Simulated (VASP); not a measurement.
Wanted: the native input for a VASP 6.6.1 run.

| Property | Result |
| --- | --- |
| Task | single point |
| Functional | PBEsol |
| Potentials or basis | VASP PAW PBE potentials, release 64 (Ni) |
| Cutoff | 520 eV |
| k mesh | 14 × 14 × 14 |
| Occupations | fermi-dirac, width 0.1 eV |
| Spin | no spin polarisation |
| Dipole correction | no |
| Further INCAR settings | ALGO = Normal; EDIFF = 1e-06; NBANDS = 11 |

The structure of Ni lies in POSCAR:

```
Ni
1.0
    2.2868679032      0.0000000000      0.0000000000
    0.0000000000      2.2868679032      0.0000000000
    0.0000000000      0.0000000000      2.2868679032
Ni
1
Direct
    0.0000000000      0.0000000000      0.0000000000
```

The input as run:

INCAR

```
SYSTEM = Ni
PREC = Accurate ; ENCUT = 520
EDIFF = 1E-6 ; ISMEAR = -1
SIGMA = 0.1 ; LREAL = .FALSE.
LASPH = .TRUE. ; NELM = 80
ALGO = Normal ; ISIF = 2
LWAVE = .FALSE. ; LCHARG = .FALSE.
GGA = PS ; NBANDS = 11
```

KPOINTS

```
regular mesh
0
G
  14 14 14
  0 0 0
```

Potentials or basis: VASP PAW PBE potentials, release 64 (Ni).

Run with:

```sh
$ cat potpaw_PBE.64/Ni/POTCAR > POTCAR
$ mpirun -np 1 vasp_std > vasp.out
```

It gave:

| Quantity | Value |
| --- | --- |
| Pressure | 0.0 GPa |
| Band gap on the k mesh | zero (band 5 reaches 8.75 eV, above the bottom of band 6 at 7.39 eV) |

Caveat: the PAW data sets were made with another functional, which shifts forces and pressure a little; the run has no spin polarisation, though such a crystal can be magnetic.

It took 7.6 s on 1 thread of Intel Xeon 6975P-C, on a shared host, peak memory 0.13 GiB.
